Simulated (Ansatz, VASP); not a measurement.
# GaGe3: VASP beside Ansatz

```
Ge Ga
1.0
     0.00000    3.36443    3.36443
     3.36443    0.00000    3.36443
     3.36443    3.36443    0.00000
Ge Ga
3 1
Direct
  0.50000 0.50000 0.50000
  0.75000 0.75000 0.75000
  0.25000 0.25000 0.25000
  0.00000 0.00000 0.00000
```

Alike in both runs: task single point; functional PBE; k mesh 7 × 7 × 7; occupations fermi-dirac, width 0.05 eV; no spin polarisation.

```csv
,VASP,Ansatz
version,VASP 6.6.1,Ansatz 0.2.0
potentials or method,"VASP PAW PBE potentials, release 64 (Ge_d, Ga_d)",Ansatz PAW
plane-wave cutoff (eV),520,420
valence electrons in the cell,55,55
```

```csv
,VASP,Ansatz,Ansatz less VASP
gap on the k mesh at the Fermi level (eV),none,none,-
pressure (GPa),0.8,0.8,-0.04
```

A gap of «none» marks a metal or a gap that the smearing closes. The functional is the same, so the differences come from potentials, cutoffs and numerics.
